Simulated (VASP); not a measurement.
# GaSb (F-43m) in VASP: a series of runs

Runs on GaSb. Level: LDA. Tasks: single point, relaxation of cell and atoms.

Program: VASP 6.6.1. These are calculated values, not measurements. Logs are shortened: lines on timing, memory, paths and dates and some standing lists are left out, and cuts for length are marked.

### 1 The cell of the first run

It takes space group F-43m (No. 216, cubic). The conventional cell has a = 6.049 Å, b = 6.049 Å, c = 6.049 Å, α = 90.00°, β = 90.00°, γ = 90.00°. Ga (site symmetry -43m) has 4 Sb at 2.62 Å within 3.5 Å. Sb (site symmetry -43m) has 4 Ga at 2.62 Å within 3.5 Å.

### 2 Single point, LDA

File INCAR:

```
SYSTEM = GaSb
  PREC = Accurate
  ENCUT = 520
  EDIFF = 1E-6
  ISMEAR = 0
  SIGMA = 0.1
  LREAL = .FALSE.
  LASPH = .TRUE.
  NELM = 100
  ALGO = Normal
  ISIF = 2
  LWAVE = .FALSE.
  LCHARG = .FALSE.
  NBANDS = 16
```

File KPOINTS:

```
Automatic mesh
0
G
  12 12 12
  0 0 0
```

File POSCAR:

```
GaSb
1.0
    0.0000000000      3.0243850771      3.0243850771
    3.0243850771      0.0000000000      3.0243850771
    3.0243850771      3.0243850771      0.0000000000
Ga Sb
1 1
Direct
    0.0000000000      0.0000000000      0.0000000000
    0.2500000000      0.2500000000      0.2500000000
```

Potentials or basis: VASP PAW LDA potentials, release 64 (Ga_d, Sb).

Launch:

```console
cat potpaw_LDA.64/Ga_d/POTCAR potpaw_LDA.64/Sb/POTCAR > POTCAR
mpirun -np 1 vasp_std > vasp.out
```

OUTCAR:

```text
SYSTEM = GaSb
   PREC = Accurate
   ENCUT = 520
   EDIFF = 1E-6
   ISMEAR = 0
   LREAL = .FALSE.
   LASPH = .TRUE.
   NELM = 100
   ISIF = 2

 ion  position               nearest neighbor table
   1  0.000  0.000  0.000-   2 2.62   2 2.62   2 2.62   2 2.62
   2  0.250  0.250  0.250-   1 2.62   1 2.62   1 2.62   1 2.62

  LATTYP: Found a face centered cubic cell.
 ALAT       =     6.0487701542

  Lattice vectors:

 A1 = (   0.0000000000,   3.0243850771,   3.0243850771)
 A2 = (   3.0243850771,   0.0000000000,   3.0243850771)
 A3 = (   3.0243850771,   3.0243850771,   0.0000000000)

Analysis of symmetry for initial positions (statically):
=====================================================================
 Subroutine PRICEL returns:
 Original cell was already a primitive cell.

 Routine SETGRP: Setting up the symmetry group for a
 face centered cubic supercell.

 Subroutine GETGRP returns: Found 24 space group operations
 (whereof 24 operations were pure point group operations)
 out of a pool of 48 trial point group operations.

The static configuration has the point symmetry T_d .

Analysis of symmetry for dynamics (positions and initial velocities):
=====================================================================
 Subroutine PRICEL returns:
 Original cell was already a primitive cell.

 Routine SETGRP: Setting up the symmetry group for a
 face centered cubic supercell.

 Subroutine GETGRP returns: Found 24 space group operations
 (whereof 24 operations were pure point group operations)
 out of a pool of 48 trial point group operations.

The dynamic configuration has the point symmetry T_d .

 Subroutine INISYM returns: Found 24 space group operations
 (whereof 24 operations are pure point group operations),
 and found     1 'primitive' translations

----------------------------------------------------------------------------------------

                                     Primitive cell

  volume of cell :      55.3275

  direct lattice vectors                    reciprocal lattice vectors
     0.000000000  3.024385077  3.024385077    -0.165322863  0.165322863  0.165322863
     3.024385077  0.000000000  3.024385077     0.165322863 -0.165322863  0.165322863
     3.024385077  3.024385077  0.000000000     0.165322863  0.165322863 -0.165322863

  length of vectors
     4.277126394  4.277126394  4.277126394     0.286347599  0.286347599  0.286347599

  position of ions in fractional coordinates (direct lattice)
     0.000000000  0.000000000  0.000000000
     0.250000000  0.250000000  0.250000000

  ion indices of the primitive-cell ions
   primitive index   ion index
                 1           1
                 2           2

----------------------------------------------------------------------------------------

 KPOINTS: Automatic mesh

Automatic generation of k-mesh.
 Grid dimensions read from file:
 generate k-points for:   12   12   12

 Generating k-lattice:

  Cartesian coordinates                     Fractional coordinates (reciprocal lattice)
    -0.013776905  0.013776905  0.013776905     0.083333333  0.000000000  0.000000000
     0.013776905 -0.013776905  0.013776905     0.000000000  0.083333333  0.000000000
     0.013776905  0.013776905 -0.013776905     0.000000000  0.000000000  0.083333333

  Length of vectors
     0.023862300  0.023862300  0.023862300

  Shift w.r.t. Gamma in fractional coordinates (k-lattice)
     0.000000000  0.000000000  0.000000000

 Subroutine IBZKPT returns following result:
 ===========================================

 Found     72 irreducible k-points:

 Following reciprocal coordinates:
            Coordinates               Weight
  0.000000  0.000000  0.000000      1.000000
  0.083333  0.000000  0.000000      8.000000
  0.166667  0.000000  0.000000      8.000000
  0.250000  0.000000  0.000000      8.000000
  0.333333  0.000000  0.000000      8.000000
  0.416667  0.000000  0.000000      8.000000
[... 16 lines left out ...]
  0.500000  0.166667  0.000000     24.000000
 -0.416667  0.166667  0.000000     24.000000
 [... further k-points ...]
   k-points           NKPTS =     72   k-points in BZ     NKDIM =     72   number of bands    NBANDS=     16
   number of dos      NEDOS =    301   number of ions     NIONS =      2
   total plane-waves  NPLWV =  32768
   dimension x,y,z NGX =    32 NGY =   32 NGZ =   32
   dimension x,y,z NGXF=    64 NGYF=   64 NGZF=   64
   ions per type =               1   1
   NGX,Y,Z   is equivalent  to a cutoff of  12.44, 12.44, 12.44 a.u.
   NGXF,Y,Z  is equivalent  to a cutoff of  24.88, 24.88, 24.88 a.u.
 SYSTEM =  GaSb
   PREC   = accura    normal or accurate (medium, high low for compatibility)
   ISTART =      0    job   : 0-new  1-cont  2-samecut
   ICHARG =      2    charge: 1-file 2-atom 10-const
   ISPIN  =      1    spin polarized calculation?
   LNONCOLLINEAR =      F non collinear calculations
   LSORBIT =      F    spin-orbit coupling
   LASPH  =      T    aspherical Exc in radial PAW
   ENCUT  =  520.0 eV  38.22 Ry    6.18 a.u.   7.95  7.95  7.95*2*pi/ulx,y,z
   NELM   =    100;   NELMIN=  2; NELMDL= -5     # of ELM steps
   EDIFF  = 0.1E-05   stopping-criterion for ELM
   LREAL  =      F    real-space projection
   EDIFFG = 0.1E-04   stopping-criterion for IOM
   NSW    =      0    number of steps for IOM
   IBRION =     -1    ionic relax: 0-MD 1-quasi-New 2-CG
   NFREE  =      0    steps in history (QN), initial steepest desc. (CG)
   ISIF   =      2    stress and relaxation
   ISYM   =      2    0-nonsym 1-usesym 2-fastsym
   POTIM  = 0.5000    time-step for ionic-motion
   TEBEG  =    0.0;   TEEND  =   0.0 temperature during run
   PSTRESS=    0.0 pullay stress
   NELECT =      18.0000    total number of electrons
   NUPDOWN=      -1.0000    fix difference up-down
   EMIN   =  10.00;   EMAX   =-10.00  energy-range for DOS
   EFERMI =   0.00;   METHOD = LEGACY
   ISMEAR =     0;   SIGMA  =   0.10  broadening in eV -4-tet -1-fermi 0-gaus
   EFERMI_NEDOS =   21; number of points for ismear=-14 and -15
   IALGO  =     38    algorithm
   IMIX   =      4    mixing-type and parameters
     AMIX     =   0.40;   BMIX     =  1.00
     AMIX_MAG =   1.60;   BMIX_MAG =  1.00
  volume/ion in A,a.u.               =      27.66       186.68
  Fermi-wavevector in a.u.,A,eV,Ry     =   1.125949  2.127734 17.248927  1.267760
  Thomas-Fermi vector in A             =   2.262628
   LORBIT       =      0    0 simple, 1 ext, 2 COOP (PROOUT), +10 PAW based schemes
   GGA     = CA    functional components
   LHFCALC =     F    Hartree Fock is set to
   AEXX    =    0.0000 exact exchange contribution
   IVDW    =     0    specifies the selected vdW correction
   LEPSILON=     F    determine dielectric tensor
   LRPA    =     F    only Hartree local field effects (RPA)
 non-spin polarized calculation
 Gauss-broadening in eV      SIGMA  =   0.10
  energy-cutoff  :      520.00
  volume of cell :       55.33
 maximum number of plane-waves:      1524
   NGX = 15   NGY = 15   NGZ = 15

 number of electron      17.9999989 magnetization

 Free energy of the ion-electron system (eV)
  ---------------------------------------------------
  ext. energy  EPLUGINS =         0.00000000
  ---------------------------------------------------
  free energy    TOTEN  =        -8.67380470 eV

  energy without entropy =       -8.67372435  energy(sigma->0) =       -8.67376452

 E-fermi :   5.1259     XC(G=0):  -9.5446

 val. band max:        5.0362396583   @ k =   0.0000   0.0000   0.0000
 cond. band min:       5.1568138806   @ k =   0.0000   0.0000   0.0000
 fundamental gap:      0.1205742224
 Fermi energy:         5.1259370770

 k-point     1 :       0.0000    0.0000    0.0000
  band No.  band energies     occupation
      1     -10.1777      2.00000
      2     -10.1777      2.00000
      3     -10.1777      2.00000
      4     -10.1230      2.00000
      5     -10.1230      2.00000
      6      -6.7223      2.00000
[... 8 lines left out ...]
     15      13.6584      0.00000
     16      13.6584      0.00000

 k-point     2 :       0.0833    0.0000    0.0000
  band No.  band energies     occupation
      1     -10.1799      2.00000
      2     -10.1768      2.00000
      3     -10.1768      2.00000
      4     -10.1231      2.00000
      5     -10.1231      2.00000
      6      -6.6479      2.00000
[... 8 lines left out ...]
     15      13.1054      0.00000
     16      13.1054      0.00000

 k-point     3 :       0.1667    0.0000    0.0000
  band No.  band energies     occupation
      1     -10.1858      2.00000
      2     -10.1743      2.00000
      3     -10.1743      2.00000
      4     -10.1234      2.00000
      5     -10.1234      2.00000
      6      -6.4287      2.00000
[... 8 lines left out ...]
     15      12.6176      0.00000
     16      12.6176      0.00000

 k-point     4 :       0.2500    0.0000    0.0000
  band No.  band energies     occupation
      1     -10.1937      2.00000
      2     -10.1711      2.00000
      3     -10.1711      2.00000
      4     -10.1235      2.00000
      5     -10.1235      2.00000
      6      -6.0802      2.00000
[... 8 lines left out ...]
     15      12.5994      0.00000
     16      12.5994      0.00000

 k-point     5 :       0.3333    0.0000    0.0000
  band No.  band energies     occupation
      1     -10.2015      2.00000
      2     -10.1683      2.00000
      3     -10.1683      2.00000
      4     -10.1233      2.00000
      5     -10.1233      2.00000
      6      -5.6416      2.00000
[... 8 lines left out ...]
     15      13.1377      0.00000
     16      13.1377      0.00000

 k-point     6 :       0.4167    0.0000    0.0000
  band No.  band energies     occupation
      1     -10.2071      2.00000
      2     -10.1664      2.00000
      3     -10.1664      2.00000
      4     -10.1230      2.00000
      5     -10.1230      2.00000
      6      -5.2129      2.00000
[... 8 lines left out ...]
     15      14.0964      0.00000
     16      14.0964      0.00000
[... 267 lines left out ...]
 k-point    21 :       0.3333    0.1667    0.0000
  band No.  band energies     occupation
      1     -10.2045      2.00000
      2     -10.1657      2.00000
      3     -10.1645      2.00000
      4     -10.1277      2.00000
      5     -10.1214      2.00000
      6      -5.6886      2.00000
[... 8 lines left out ...]
     15      13.6800      0.00000
     16      14.2181      0.00000

 k-point    22 :       0.4167    0.1667    0.0000
  band No.  band energies     occupation
      1     -10.2096      2.00000
      2     -10.1641      2.00000
      3     -10.1623      2.00000
      4     -10.1273      2.00000
      5     -10.1215      2.00000
      6      -5.2461      2.00000
[... 8 lines left out ...]
     15      14.3090      0.00000
     16      14.9322      0.00000

 k-point    23 :       0.5000    0.1667    0.0000
  band No.  band energies     occupation
      1     -10.2124      2.00000
      2     -10.1633      2.00000
      3     -10.1615      2.00000
      4     -10.1263      2.00000
      5     -10.1222      2.00000
      6      -4.8742      2.00000
[... 8 lines left out ...]
     15      14.8587      0.00000
     16      14.9987      0.00000

 k-point    24 :      -0.4167    0.1667    0.0000
  band No.  band energies     occupation
      1     -10.2123      2.00000
      2     -10.1632      2.00000
      3     -10.1621      2.00000
      4     -10.1249      2.00000
      5     -10.1233      2.00000
      6      -4.8120      2.00000
[... 8 lines left out ...]
     15      13.7305      0.00000
     16      14.1604      0.00000

 [... further k-points ...]
[... 5 lines left out ...]
  --------------------------------------------------------------------------------------
  -------------------------------------------------------------------------------------
  Total        0.0670451      0.0670451      0.0670451      0.0000000      0.0000000     -0.0000000
  in kB        1.9414951      1.9414951      1.9414951      0.0000000      0.0000000     -0.0000000
  external PRESSURE =       1.9414951 kB  Pullay stress =       0.0000000 kB

 VOLUME and BASIS-vectors are now :
 -----------------------------------------------------------------------------
  energy-cutoff  :      520.00
  volume of cell :       55.33
      direct lattice vectors                 reciprocal lattice vectors
     0.000000000  3.024385077  3.024385077    -0.165322863  0.165322863  0.165322863
     3.024385077  0.000000000  3.024385077     0.165322863 -0.165322863  0.165322863
     3.024385077  3.024385077  0.000000000     0.165322863  0.165322863 -0.165322863

 POSITION                                       TOTAL-FORCE (eV/Angst)
 -----------------------------------------------------------------------------------
      0.00000      0.00000      0.00000        -0.000000     -0.000000      0.000000
      1.51219      1.51219      1.51219         0.000000      0.000000     -0.000000
 -----------------------------------------------------------------------------------
    total drift:                                0.000000      0.000000      0.000001

  FREE ENERGIE OF THE ION-ELECTRON SYSTEM (eV)
  ---------------------------------------------------
  free  energy   TOTEN  =        -8.6738046960 eV

  energy  without entropy=       -8.6737243491  energy(sigma->0) =       -8.67376452
```

It took 15 s on 1 thread of Intel Xeon 6975P-C (Granite Rapids), shared host; peak memory 0.2 GiB.

What came out:

| Item | Value |
| --- | --- |
| Free energy | -8.6738 eV |
| Pressure | 0.2 GPa |

Levels at points of the mesh, in eV from the Fermi level:
| k point | band 5 | band 6 | band 7 | band 8 | band 9 | band 10 | band 11 | band 12 | band 13 | band 14 |
| --- | --- | --- | --- | --- | --- | --- | --- | --- | --- | --- |
| (0.00, 0.00, 0.00) | -15.25 | -11.85 | -0.09 | -0.09 | -0.09 | 0.03 | 2.65 | 2.65 | 2.65 | 5.55 |
| (0.50, 0.00, 0.00) | -15.25 | -10.14 | -6.67 | -1.30 | -1.30 | 0.28 | 3.63 | 3.63 | 6.20 | 9.31 |
| (0.50, 0.50, 0.00) | -15.24 | -9.26 | -7.10 | -2.79 | -2.79 | 0.71 | 1.01 | 8.71 | 8.71 | 10.10 |

Caveat: spin-orbit coupling is left out, which moves the levels of the heavy elements.

### 3 Relaxation of cell and atoms, LDA

This run uses another cell than the first one, of 28.89 Å³/atom, 1.045 times its volume.

File INCAR:

```
SYSTEM = GaSb
ALGO = Normal
EDIFF = 1E-6
EDIFFG = -0.005
ENCUT = 600
GGA = CA
IBRION = 2
ISIF = 3
ISMEAR = 0
LASPH = .True.
LCHARG = .False.
LREAL = .False.
LWAVE = .False.
NELM = 80
NSW = 100
PREC = Accurate
SIGMA = 0.1
```

File KPOINTS:

```
k-points
0
Gamma
  12 12 12
  0 0 0
```

File POSCAR:

```
GaSb
1.0
    0.0000000000      3.0686043200      3.0686043200
    3.0686043200      0.0000000000      3.0686043200
    3.0686043200      3.0686043200      0.0000000000
Ga Sb
1 1
Direct
    0.0000000000      0.0000000000      0.0000000000
    0.2500000000      0.2500000000      0.2500000000
```

Potentials or basis: VASP PAW LDA potentials, release 64 (Ga_d, Sb).

Launch:

```console
cat potpaw_LDA.64/Ga_d/POTCAR potpaw_LDA.64/Sb/POTCAR > POTCAR
mpirun -np 1 vasp_std > vasp.out
```

Run time: 45 s. Hardware: 1 thread of Intel Xeon 6975P-C (Granite Rapids), shared host; peak memory 0.23 GiB.

It converged, with:

| Item | Value |
| --- | --- |
| Free energy | -8.6741 eV |
| Relaxed volume | 27.76 Å³/atom |
| Relaxed cell | a = 4.282 Å, b = 4.282 Å, c = 4.282 Å, α = 60.00°, β = 60.00°, γ = 60.00° |
| Space group after relaxing (to 0.05 Å) | F-43m (No. 216) |
| Energy gained by relaxing | 7.4 meV/atom |
| Ionic steps | 3 |
| Pressure after relaxing | 0.0 GPa |

Step by step:
```tsv
step	energy change (eV)	largest force (eV/Å)	pressure (GPa)	volume (Å³)
1	0.0000	0.0000	-2.04	57.79
2	-0.0131	0.0000	0.76	54.76
3	-0.0149	0.0000	0.00	55.52
```

Final structure:
```
Ga Sb
1.0
     0.00000    3.02790    3.02790
     3.02790    0.00000    3.02790
     3.02790    3.02790    0.00000
Ga Sb
1 1
Direct
  0.00000 0.00000 0.00000
  0.25000 0.25000 0.25000
```

Levels at points of the mesh, in eV from the Fermi level:
| k point | band 6 | band 7 | band 8 | band 9 | band 10 | band 11 | band 12 | band 13 |
| --- | --- | --- | --- | --- | --- | --- | --- | --- |
| (0.00, 0.00, 0.00) | -11.81 | -0.08 | -0.08 | -0.08 | 0.01 | 2.66 | 2.66 | 2.66 |
| (0.50, 0.00, 0.00) | -10.11 | -6.64 | -1.28 | -1.28 | 0.28 | 3.63 | 3.63 | 6.21 |
| (0.50, 0.50, 0.00) | -9.24 | -7.07 | -2.77 | -2.77 | 0.72 | 1.03 | 8.69 | 8.69 |

Caveat: spin-orbit coupling is left out, which moves the levels of the heavy elements.

(Continued in part 2 of 2.)
